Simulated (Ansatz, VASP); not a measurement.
# Two plane-wave programs on CuI

File POSCAR:

```
CuI
1.0
    0.0000000000      2.9185273325      2.9185273325
    2.9185273325      0.0000000000      2.9185273325
    2.9185273325      2.9185273325      0.0000000000
Cu I
1 1
Direct
    0.2500000000      0.2500000000      0.2500000000
    0.0000000000      0.0000000000      0.0000000000
```

File INCAR.step1:

```
SYSTEM = CuI
PREC = Accurate ; ENCUT = 520
ISMEAR = 0 ; SIGMA = 0.02
LREAL = .FALSE. ; LASPH = .TRUE.
NELM = 100 ; NBANDS = 16
GGA = PE ; ALGO = Normal
EDIFF = 1E-4 ; LWAVE = .TRUE.
LCHARG = .FALSE.
```

File INCAR.step2:

```
SYSTEM = CuI
PREC = Accurate ; ENCUT = 520
EDIFF = 1E-6 ; ISMEAR = 0
SIGMA = 0.02 ; LREAL = .FALSE.
LASPH = .TRUE. ; NELM = 100
ALGO = Normal ; ISIF = 2
LWAVE = .FALSE. ; LCHARG = .FALSE.
METAGGA = R2SCAN ; LMIXTAU = .TRUE.
NBANDS = 16 ; ISTART = 1
```

File KPOINTS:

```
Automatic mesh
0
G
  8 8 8
  0 0 0
```

Input for Ansatz:

```yaml
crystal:
  lattice:
    - [0.0, 2.9185273325, 2.9185273325]
    - [2.9185273325, 0.0, 2.9185273325]
    - [2.9185273325, 2.9185273325, 0.0]
  atoms:
    - { symbol: Cu, position: [0.25, 0.25, 0.25] }
    - { symbol: I, position: [0.0, 0.0, 0.0] }
basis:
  ecutwfc: 500
kpoints:
  mp_grid: { grid: [8, 8, 8] }
hamiltonian:
  xc: r2scan
scf:
  occupations: { method: gaussian, width: 0.02 }
output:
  forces: true
  stress: true
  eigenvalues: true
```

Alike in both runs: task single point; functional r2SCAN; k mesh 8 × 8 × 8; occupations gaussian, width 0.02 eV; no spin polarisation.

```csv
,VASP,Ansatz
version,VASP 6.6.1,Ansatz 0.2.0
potentials or method,"VASP PAW PBE potentials, release 64 (Cu, I), cutoff 520 eV","scalar-relativistic, plane waves, PAW"
valence electrons in the cell,18,36
```

```tsv
	VASP	Ansatz	Ansatz less VASP
gap on the k mesh at the Fermi level (eV)	1.98	1.97	-0.010
least direct gap on the mesh (eV)	1.98	1.97	-0.010
pressure (GPa)	5.2	5.2	+0.06
```

VASP's potentials were made for PBE, not for r2SCAN. VASP's potentials hold 18 valence electrons a cell and Ansatz's 36, so a difference there can come from the potentials and not from the codes.

Spin-orbit coupling is off throughout.
